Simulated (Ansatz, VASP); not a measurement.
Fe3Ge in VASP and in Ansatz

Contents of INCAR:

```
PREC = Accurate ; ENCUT = 520
EDIFF = 1E-6 ; ISMEAR = -1
SIGMA = 0.03 ; LREAL = F
LASPH = T ; NELM = 150
ALGO = Normal ; ISIF = 2
LWAVE = F ; LCHARG = F
LNONCOLLINEAR = T ; MAGMOM = 0 0 2.2 0 0 2.2 0 0 2.2 0 0 0
LORBIT = 11 ; LMAXMIX = 4
GGA = PS ; NBANDS = 52
LUSENCCL = F
```

File KPOINTS:

```
regular mesh
0
Gamma
  9 9 9
```

The input POSCAR:

```
Fe3Ge
1.0
    3.6605005200      0.0000000000      0.0000000000
    0.0000000000      3.6605005200      0.0000000000
    0.0000000000      0.0000000000      3.6605005200
Fe Ge
3 1
Direct
    0.0000000000      0.5000000000      0.5000000000
    0.5000000000      0.5000000000      0.0000000000
    0.5000000000      0.0000000000      0.5000000000
    0.0000000000      0.0000000000      0.0000000000
```

Input for Ansatz:

```yaml
crystal:
  lattice:
    - [3.66050052, 0.0, 0.0]
    - [0.0, 3.66050052, 0.0]
    - [0.0, 0.0, 3.66050052]
  atoms:
    - { symbol: Fe, position: [0.0, 0.5, 0.5], spin: 2.2, spin_axis: [0.0, 0.0, 1.0] }
    - { symbol: Fe, position: [0.5, 0.5, 0.0], spin: 2.2, spin_axis: [0.0, 0.0, 1.0] }
    - { symbol: Fe, position: [0.5, 0.0, 0.5], spin: 2.2, spin_axis: [0.0, 0.0, 1.0] }
    - { symbol: Ge, position: [0.0, 0.0, 0.0] }
magnetization:
  noncollinear: true
kpoints:
  mp_grid: { grid: [9, 9, 9] }
scf:
  occupations: { method: fermi_dirac, width: 0.03 }
  lower_state_search: "off"
hamiltonian:
  xc: pbesol
  pseudopotentials: { kind: all_electron, lapw: { basis_error: 0.001 } }
output:
  eigenvalues: false
```

Alike in both runs: task single point; functional PBEsol; k mesh 9 × 9 × 9; occupations fermi-dirac, width 0.03 eV; non-collinear spin.

|  | VASP | Ansatz |
| --- | --- | --- |
| version | VASP 6.6.1 | Ansatz 0.2.0 |
| potentials or method | VASP PAW PBE potentials, release 64 (Fe, Ge_d), cutoff 520 eV | all-electron LAPW, scalar-relativistic |

|  | VASP | Ansatz | Ansatz less VASP |
| --- | --- | --- | --- |
| net moment per atom (μB) | 1.62 | 1.62 | +0.001 |
| size of the moment on the site where the two differ most (μB) | 0.14 | 0.05 | -0.087 |

VASP's potentials were made for PBE, not for PBEsol. Site moments also hang on the region over which each program counts them. Ansatz ran all-electron here, and VASP with PAW potentials.
